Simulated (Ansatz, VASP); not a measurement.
CaSe: VASP beside Ansatz

```xyz
2
Lattice="0.0074 2.9560 2.9560 2.9634 0.0000 2.9634 2.9560 2.9560 0.0074" Properties=species:S:1:pos:R:3 pbc="T T T"
Ca    0.0000    0.0000    0.0000
Se    2.9634    2.9560    2.9634
```

Change from the starting cell: strain +0.0050 x Voigt [0, 0, 0, 0, 1, 0], atoms carried along.

Alike in both runs: task single point; functional LDA; k mesh 8 × 8 × 8; occupations gaussian, width 0.05 eV; no spin polarisation.

|  | VASP | Ansatz |
| --- | --- | --- |
| version | VASP 6.6.1 | Ansatz 0.2.0 |
| potentials or method | VASP PAW LDA potentials, release 64 (Ca_sv, Se), cutoff 520 eV | scalar-relativistic, plane waves, PAW |
| valence electrons in the cell | 16 | 26 |

Ansatz gave:

* gap on the k mesh at the Fermi level (eV): 1.86
* least direct gap on the mesh (eV): 2.80
* pressure (GPa): -3.1
* traceless stress, the component that is largest in VASP (GPa): -0.14

Question: What did VASP give for the same quantities?

Answer: gap on the k mesh at the Fermi level (eV): 1.85; least direct gap on the mesh (eV): 2.78; pressure (GPa): -2.9; traceless stress, the component that is largest in VASP (GPa): -0.14.

LDA's correlation is that of Perdew and Zunger in VASP and of Perdew and Wang (1992) in Ansatz. VASP's potentials hold 16 valence electrons a cell and Ansatz's 26, so a difference there can come from the potentials and not from the codes.
